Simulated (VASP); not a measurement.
# ScAl3 (Pm-3m) in VASP: further runs

Runs on ScAl3. Level: r2SCAN. Tasks: single point.

All numbers are computed with VASP 6.6.1; they aren't measurements. Logs are shortened: lines on timing, memory, paths and dates and some standing lists are left out, and cuts for length are marked.

## 1. The cell of the first run

The structure is cubic, space group Pm-3m (No. 221). The conventional cell has a = 4.019 Å, b = 4.019 Å, c = 4.019 Å, α = 90.00°, β = 90.00°, γ = 90.00°. Within 3.7 Å of Sc (site symmetry m-3m) lie 12 Al at 2.84 Å. Within 3.7 Å of Al (site symmetry 4/mmm) lie 4 Sc at 2.84 Å and 8 Al at 2.84 Å.

## 2. Single point, r2SCAN

POSCAR

```
ScAl3
1.0
    4.0185083255      0.0000000000      0.0000000000
    0.0000000000      4.0185083255      0.0000000000
    0.0000000000      0.0000000000      4.0185083255
Sc Al
1 3
Direct
    0.0000000000      0.0000000000      0.0000000000
    0.5000000000      0.0000000000      0.5000000000
    0.0000000000      0.5000000000      0.5000000000
    0.5000000000      0.5000000000      0.0000000000
```

INCAR.step1

```
SYSTEM = ScAl3
PREC = Accurate
ENCUT = 520
ISMEAR = -1
SIGMA = 0.1
LREAL = .FALSE.
LASPH = .TRUE.
NELM = 80
NBANDS = 18
GGA = PE
ALGO = Normal
EDIFF = 1E-4
LWAVE = .TRUE.
LCHARG = .FALSE.
```

INCAR.step2

```
SYSTEM = ScAl3
PREC = Accurate
ENCUT = 520
EDIFF = 1E-7
ISMEAR = -1
SIGMA = 0.1
LREAL = .FALSE.
LASPH = .TRUE.
NELM = 80
ALGO = Normal
ISIF = 2
LWAVE = .FALSE.
LCHARG = .FALSE.
METAGGA = R2SCAN
LMIXTAU = .TRUE.
NBANDS = 18
ISTART = 1
```

KPOINTS

```
regular mesh
0
G
  7 7 7
  0 0 0
```

Potentials or basis: VASP PAW PBE potentials, release 64 (Sc_sv, Al).

The run is started by

```sh
$ cat potpaw_PBE.64/Sc_sv/POTCAR potpaw_PBE.64/Al/POTCAR > POTCAR
$ cp INCAR.step1 INCAR
$ mpirun -np 1 vasp_std > vasp.out
$ cp INCAR.step2 INCAR
$ mpirun -np 1 vasp_std > vasp.out
```

OUTCAR:

```text
SYSTEM = ScAl3
   PREC = Accurate
   ENCUT = 520
   EDIFF = 1E-7
   ISMEAR = -1
   LREAL = .FALSE.
   LASPH = .TRUE.
   NELM = 80
   ISIF = 2
   METAGGA = R2SCAN
   ISTART = 1

 ion  position               nearest neighbor table
   1  0.000  0.000  0.000-   2 2.84   3 2.84   4 2.84   2 2.84   3 2.84   3 2.84   4 2.84   3 2.84
                             2 2.84   4 2.84   2 2.84   4 2.84
   2  0.500  0.000  0.500-   1 2.84   3 2.84   4 2.84   1 2.84   4 2.84   3 2.84   4 2.84   4 2.84
                             1 2.84   3 2.84   1 2.84   3 2.84
   3  0.000  0.500  0.500-   1 2.84   2 2.84   4 2.84   1 2.84   4 2.84   1 2.84   2 2.84   1 2.84
                             2 2.84   4 2.84   4 2.84   2 2.84
   4  0.500  0.500  0.000-   1 2.84   2 2.84   3 2.84   2 2.84   3 2.84   1 2.84   2 2.84   2 2.84
                             1 2.84   3 2.84   3 2.84   1 2.84

  LATTYP: Found a simple cubic cell.
 ALAT       =     4.0185083255

  Lattice vectors:

 A1 = (   4.0185083255,   0.0000000000,   0.0000000000)
 A2 = (   0.0000000000,   4.0185083255,   0.0000000000)
 A3 = (   0.0000000000,   0.0000000000,   4.0185083255)

Analysis of symmetry for initial positions (statically):
=====================================================================
 Subroutine PRICEL returns:
 Original cell was already a primitive cell.

 Routine SETGRP: Setting up the symmetry group for a
 simple cubic supercell.

 Subroutine GETGRP returns: Found 48 space group operations
 (whereof 48 operations were pure point group operations)
 out of a pool of 48 trial point group operations.

The static configuration has the point symmetry O_h .

Analysis of symmetry for dynamics (positions and initial velocities):
=====================================================================
 Subroutine PRICEL returns:
 Original cell was already a primitive cell.

 Routine SETGRP: Setting up the symmetry group for a
 simple cubic supercell.

 Subroutine GETGRP returns: Found 48 space group operations
 (whereof 48 operations were pure point group operations)
 out of a pool of 48 trial point group operations.

The dynamic configuration has the point symmetry O_h .

 Subroutine INISYM returns: Found 48 space group operations
 (whereof 48 operations are pure point group operations),
 and found     1 'primitive' translations

----------------------------------------------------------------------------------------

                                     Primitive cell

  volume of cell :      64.8925

  direct lattice vectors                    reciprocal lattice vectors
     4.018508326  0.000000000  0.000000000     0.248848557  0.000000000  0.000000000
     0.000000000  4.018508326  0.000000000     0.000000000  0.248848557  0.000000000
     0.000000000  0.000000000  4.018508326     0.000000000  0.000000000  0.248848557

  length of vectors
     4.018508326  4.018508326  4.018508326     0.248848557  0.248848557  0.248848557

  position of ions in fractional coordinates (direct lattice)
     0.000000000  0.000000000  0.000000000
     0.500000000  0.000000000  0.500000000
     0.000000000  0.500000000  0.500000000
     0.500000000  0.500000000  0.000000000

  ion indices of the primitive-cell ions
   primitive index   ion index
                 1           1
                 2           2
                 3           3
                 4           4

----------------------------------------------------------------------------------------

 KPOINTS: regular mesh

Automatic generation of k-mesh.
 Grid dimensions read from file:
 generate k-points for:    7    7    7

 Generating k-lattice:

  Cartesian coordinates                     Fractional coordinates (reciprocal lattice)
     0.035549794  0.000000000  0.000000000     0.142857143  0.000000000  0.000000000
     0.000000000  0.035549794  0.000000000     0.000000000  0.142857143  0.000000000
     0.000000000  0.000000000  0.035549794     0.000000000  0.000000000  0.142857143

  Length of vectors
     0.035549794  0.035549794  0.035549794

  Shift w.r.t. Gamma in fractional coordinates (k-lattice)
     0.000000000  0.000000000  0.000000000

 Subroutine IBZKPT returns following result:
 ===========================================

 Found     20 irreducible k-points:

 Following reciprocal coordinates:
            Coordinates               Weight
  0.000000  0.000000  0.000000      1.000000
  0.142857  0.000000  0.000000      6.000000
  0.285714  0.000000  0.000000      6.000000
  0.428571  0.000000  0.000000      6.000000
  0.142857  0.142857  0.000000     12.000000
  0.285714  0.142857  0.000000     24.000000
[... 12 lines left out ...]
  0.428571  0.428571  0.285714     24.000000
  0.428571  0.428571  0.428571      8.000000
   k-points           NKPTS =     20   k-points in BZ     NKDIM =     20   number of bands    NBANDS=     18
   number of dos      NEDOS =    301   number of ions     NIONS =      4
   total plane-waves  NPLWV =  27000
   dimension x,y,z NGX =    30 NGY =   30 NGZ =   30
   dimension x,y,z NGXF=    60 NGYF=   60 NGZF=   60
   ions per type =               1   3
   NGX,Y,Z   is equivalent  to a cutoff of  12.41, 12.41, 12.41 a.u.
   NGXF,Y,Z  is equivalent  to a cutoff of  24.82, 24.82, 24.82 a.u.
 SYSTEM =  ScAl3
   PREC   = accura    normal or accurate (medium, high low for compatibility)
   ISTART =      1    job   : 0-new  1-cont  2-samecut
   ICHARG =      0    charge: 1-file 2-atom 10-const
   ISPIN  =      1    spin polarized calculation?
   LNONCOLLINEAR =      F non collinear calculations
   LSORBIT =      F    spin-orbit coupling
   LASPH  =      T    aspherical Exc in radial PAW
   ENCUT  =  520.0 eV  38.22 Ry    6.18 a.u.   7.47  7.47  7.47*2*pi/ulx,y,z
   NELM   =     80;   NELMIN=  2; NELMDL=  0     # of ELM steps
   EDIFF  = 0.1E-06   stopping-criterion for ELM
   LREAL  =      F    real-space projection
   EDIFFG = 0.1E-05   stopping-criterion for IOM
   NSW    =      0    number of steps for IOM
   IBRION =     -1    ionic relax: 0-MD 1-quasi-New 2-CG
   NFREE  =      0    steps in history (QN), initial steepest desc. (CG)
   ISIF   =      2    stress and relaxation
   ISYM   =      2    0-nonsym 1-usesym 2-fastsym
   POTIM  = 0.5000    time-step for ionic-motion
   TEBEG  =    0.0;   TEEND  =   0.0 temperature during run
   PSTRESS=    0.0 pullay stress
   NELECT =      20.0000    total number of electrons
   NUPDOWN=      -1.0000    fix difference up-down
   EMIN   =  10.00;   EMAX   =-10.00  energy-range for DOS
   EFERMI =   0.00;   METHOD = LEGACY
   ISMEAR =    -1;   SIGMA  =   0.10  broadening in eV -4-tet -1-fermi 0-gaus
   EFERMI_NEDOS =   21; number of points for ismear=-14 and -15
   IALGO  =     38    algorithm
   IMIX   =      4    mixing-type and parameters
     AMIX     =   0.40;   BMIX     =  1.00
     AMIX_MAG =   1.60;   BMIX_MAG =  1.00
  volume/ion in A,a.u.               =      16.22       109.48
  Fermi-wavevector in a.u.,A,eV,Ry     =   1.105826  2.089707 16.637887  1.222850
  Thomas-Fermi vector in A             =   2.242318
   LORBIT       =      0    0 simple, 1 ext, 2 COOP (PROOUT), +10 PAW based schemes
   METAGGA = R2SCAN    functional components
   LHFCALC =     F    Hartree Fock is set to
   AEXX    =    0.0000 exact exchange contribution
   IVDW    =     0    specifies the selected vdW correction
   LEPSILON=     F    determine dielectric tensor
   LRPA    =     F    only Hartree local field effects (RPA)
 non-spin polarized calculation
  energy-cutoff  :      520.00
  volume of cell :       64.89
 maximum number of plane-waves:      1767
 NGX is ok and might be reduce to    30
   NGX = 15   NGY = 15   NGZ = 15

 number of electron      20.0000005 magnetization

 Free energy of the ion-electron system (eV)
  ---------------------------------------------------
  ext. energy  EPLUGINS =         0.00000000
  ---------------------------------------------------
  free energy    TOTEN  =       -33.48114858 eV

  energy without entropy =      -33.44432322  energy(sigma->0) =      -33.46273590

 E-fermi :   7.7070     XC(G=0): -11.3376

 val. band max:        7.6729279772   @ k =   0.2857   0.0000   0.0000
 cond. band min:       7.7743724920   @ k =   0.2857   0.2857   0.0000
 fundamental gap:      0.1014445148
 Fermi energy:         7.7069787874

 k-point     1 :       0.0000    0.0000    0.0000
  band No.  band energies     occupation
      1     -43.1289      2.00000
      2     -20.8890      2.00000
      3     -20.8890      2.00000
      4     -20.8890      2.00000
      5      -3.1430      2.00000
      6       4.9860      2.00000
[... 10 lines left out ...]
     17      13.6514      0.00000
     18      13.6514      0.00000

 k-point     2 :       0.1429    0.0000    0.0000
  band No.  band energies     occupation
      1     -43.1285      2.00000
      2     -20.8975      2.00000
      3     -20.8884      2.00000
      4     -20.8884      2.00000
      5      -2.9359      2.00000
      6       3.5738      2.00000
[... 10 lines left out ...]
     17      13.7407      0.00000
     18      13.7407      0.00000

 k-point     3 :       0.2857    0.0000    0.0000
  band No.  band energies     occupation
      1     -43.1277      2.00000
      2     -20.9166      2.00000
      3     -20.8869      2.00000
      4     -20.8869      2.00000
      5      -2.3296      2.00000
      6       1.7754      2.00000
[... 10 lines left out ...]
     17      13.0736      0.00000
     18      14.4560      0.00000

 k-point     4 :       0.4286    0.0000    0.0000
  band No.  band energies     occupation
      1     -43.1271      2.00000
      2     -20.9318      2.00000
      3     -20.8857      2.00000
      4     -20.8857      2.00000
      5      -1.4049      2.00000
      6       0.2164      2.00000
[... 10 lines left out ...]
     17      12.3861      0.00000
     18      14.0144      0.00000

 k-point     5 :       0.1429    0.1429    0.0000
  band No.  band energies     occupation
      1     -43.1282      2.00000
      2     -20.8973      2.00000
      3     -20.8963      2.00000
      4     -20.8877      2.00000
      5      -2.7316      2.00000
      6       3.5750      2.00000
[... 10 lines left out ...]
     17      13.9518      0.00000
     18      14.0014      0.00000

 k-point     6 :       0.2857    0.1429    0.0000
  band No.  band energies     occupation
      1     -43.1274      2.00000
      2     -20.9156      2.00000
      3     -20.8950      2.00000
      4     -20.8862      2.00000
      5      -2.1339      2.00000
      6       1.9442      2.00000
[... 10 lines left out ...]
     17      12.8853      0.00000
     18      14.3856      0.00000

 k-point     7 :       0.4286    0.1429    0.0000
  band No.  band energies     occupation
      1     -43.1267      2.00000
      2     -20.9306      2.00000
      3     -20.8936      2.00000
      4     -20.8850      2.00000
      5      -1.2281      2.00000
      6       0.4092      2.00000
[... 10 lines left out ...]
     17      12.6306      0.00000
     18      14.3663      0.00000

 k-point     8 :       0.2857    0.2857    0.0000
  band No.  band energies     occupation
      1     -43.1266      2.00000
      2     -20.9141      2.00000
      3     -20.9126      2.00000
      4     -20.8847      2.00000
      5      -1.5633      2.00000
      6       2.3912      2.00000
[... 10 lines left out ...]
     17      12.9827      0.00000
     18      14.2093      0.00000
[... 145 lines left out ...]
     17      13.4717      0.00000
     18      14.1417      0.00000

 k-point    16 :       0.4286    0.4286    0.1429
  band No.  band energies     occupation
      1     -43.1250      2.00000
      2     -20.9247      2.00000
      3     -20.9245      2.00000
      4     -20.8899      2.00000
      5       0.1976      2.00000
      6       1.8920      2.00000
[... 10 lines left out ...]
     17      12.5991      0.00000
     18      14.5963      0.00000

 k-point    17 :       0.2857    0.2857    0.2857
  band No.  band energies     occupation
      1     -43.1255      2.00000
      2     -20.9116      2.00000
      3     -20.9094      2.00000
      4     -20.9094      2.00000
      5      -0.8326      2.00000
      6       2.8861      2.00000
[... 10 lines left out ...]
     17      13.8350      0.00000
     18      14.4732      0.00000

 k-point    18 :       0.4286    0.2857    0.2857
  band No.  band energies     occupation
      1     -43.1249      2.00000
      2     -20.9242      2.00000
      3     -20.9090      2.00000
      4     -20.9077      2.00000
      5      -0.0318      2.00000
      6       1.6416      2.00000
[... 10 lines left out ...]
     17      13.3573      0.00000
     18      14.7050      0.00000

 k-point    19 :       0.4286    0.4286    0.2857
  band No.  band energies     occupation
      1     -43.1243      2.00000
      2     -20.9222      2.00000
      3     -20.9219      2.00000
      4     -20.9066      2.00000
      5       0.7187      2.00000
      6       2.2536      2.00000
[... 10 lines left out ...]
     17      12.5490      0.00000
     18      15.8326      0.00000

 k-point    20 :       0.4286    0.4286    0.4286
  band No.  band energies     occupation
      1     -43.1238      2.00000
      2     -20.9203      2.00000
      3     -20.9198      2.00000
      4     -20.9198      2.00000
      5       1.5124      2.00000
      6       2.6824      2.00000
[... 10 lines left out ...]
     17      12.4135      0.00000
     18      18.0732      0.00000

------------------------ aborting loop because EDIFF is reached ----------------------------------------

  FORCE on cell =-STRESS in cart. coord.  units (eV):
  Direction    XX          YY          ZZ          XY          YZ          ZX
  --------------------------------------------------------------------------------------
  -------------------------------------------------------------------------------------
  Total        2.1017173      2.1017173      2.1017173      0.0000000      0.0000000     -0.0000000
  in kB       51.8907879     51.8907879     51.8907879      0.0000000      0.0000000     -0.0000000
  external PRESSURE =      51.8907879 kB  Pullay stress =       0.0000000 kB

 VOLUME and BASIS-vectors are now :
 -----------------------------------------------------------------------------
  energy-cutoff  :      520.00
  volume of cell :       64.89
      direct lattice vectors                 reciprocal lattice vectors
     4.018508326  0.000000000  0.000000000     0.248848557  0.000000000  0.000000000
     0.000000000  4.018508326  0.000000000     0.000000000  0.248848557  0.000000000
     0.000000000  0.000000000  4.018508326     0.000000000  0.000000000  0.248848557

 POSITION                                       TOTAL-FORCE (eV/Angst)
 -----------------------------------------------------------------------------------
      0.00000      0.00000      0.00000         0.000000      0.000000      0.000000
      2.00925      0.00000      2.00925         0.000000      0.000000      0.000000
      0.00000      2.00925      2.00925         0.000000      0.000000      0.000000
      2.00925      2.00925      0.00000         0.000000      0.000000      0.000000
 -----------------------------------------------------------------------------------
    total drift:                                0.000000     -0.000000      0.000000

  FREE ENERGIE OF THE ION-ELECTRON SYSTEM (eV)
  ---------------------------------------------------
  free  energy   TOTEN  =       -33.4811485832 eV

  energy  without entropy=      -33.4443232192  energy(sigma->0) =      -33.46273590
```

Run time: 2 min. Hardware: 1 thread of Intel Xeon 8259CL, shared host; peak memory 0.18 GiB.

What came out:

```
Free energy            : -33.4811 eV
Pressure               : 5.2 GPa
Band gap on the k mesh : zero (bands 10 and 11 overlap by 3.97 eV)
```

Caveat: the cell stands under pressure; the PAW data sets were made with another functional, which shifts forces and pressure a little.

## 3. Single point, r2SCAN

This run uses another cell than the first one, of 16.74 Å³/atom.

POSCAR

```
ScAl3
1.0
    4.0603707999      0.0000000000      0.0000000000
    0.0000000000      4.0603707999      0.0000000000
    0.0000000000      0.0000000000      4.0603707999
Sc Al
1 3
Direct
    0.0000000000      0.0000000000      0.0000000000
    0.5000000000      0.0000000000      0.5000000000
    0.0000000000      0.5000000000      0.5000000000
    0.5000000000      0.5000000000      0.0000000000
```

INCAR.step1

```
SYSTEM = ScAl3
PREC     = Accurate       ! precision mode
ENCUT    = 520            ! plane-wave cutoff, eV
ISMEAR   = -1             ! smearing method
SIGMA    = 0.1            ! smearing width, eV
LREAL    = .False.        ! projectors in reciprocal space
LASPH    = .True.         ! aspherical terms in the spheres
NELM     = 100            ! most SCF steps
NBANDS   = 18             ! bands
GGA      = PE             ! functional
ALGO     = Normal         ! electronic algorithm
EDIFF    = 1E-4           ! SCF threshold, eV
LWAVE    = .True.         ! write WAVECAR
LCHARG   = .False.        ! write CHGCAR
```

INCAR.step2

```
SYSTEM = ScAl3
PREC     = Accurate       ! precision mode
ENCUT    = 520            ! plane-wave cutoff, eV
EDIFF    = 1E-7           ! SCF threshold, eV
ISMEAR   = -1             ! smearing method
SIGMA    = 0.1            ! smearing width, eV
LREAL    = .False.        ! projectors in reciprocal space
LASPH    = .True.         ! aspherical terms in the spheres
NELM     = 100            ! most SCF steps
ALGO     = Normal         ! electronic algorithm
ISIF     = 2              ! what is computed and relaxed
LWAVE    = .False.        ! write WAVECAR
LCHARG   = .False.        ! write CHGCAR
METAGGA  = R2SCAN         ! meta-GGA
LMIXTAU  = .True.       
NBANDS   = 18             ! bands
ISTART   = 1
```

KPOINTS

```
regular mesh
0
Gamma
  7 7 7
  0 0 0
```

Potentials or basis: VASP PAW PBE potentials, release 64 (Sc_sv, Al).

The run is started by

```sh
$ cat potpaw_PBE.64/Sc_sv/POTCAR potpaw_PBE.64/Al/POTCAR > POTCAR
$ cp INCAR.step1 INCAR
$ mpirun -np 1 vasp_std > vasp.out
$ cp INCAR.step2 INCAR
$ mpirun -np 1 vasp_std > vasp.out
```

Wall time 1.8 min (1 thread of Intel Xeon 8259CL, shared host); peak memory 0.18 GiB.

Results (log left out):

* Free energy: -33.5257 eV
* Pressure: 1.8 GPa
* Band gap on the k mesh: zero (bands 10 and 11 overlap by 3.92 eV)

Levels at points of the mesh, in eV from the Fermi level:
```tsv
k point	band 6	band 7	band 8	band 9	band 10	band 11	band 12	band 13	band 14	band 15
(0.00, 0.00, 0.00)	-2.69	-2.69	-1.96	-1.96	-1.96	1.37	1.48	1.48	1.48	5.51
```

Caveat: the PAW data sets were made with another functional, which shifts forces and pressure a little.

(Continued in part 2 of 2.)
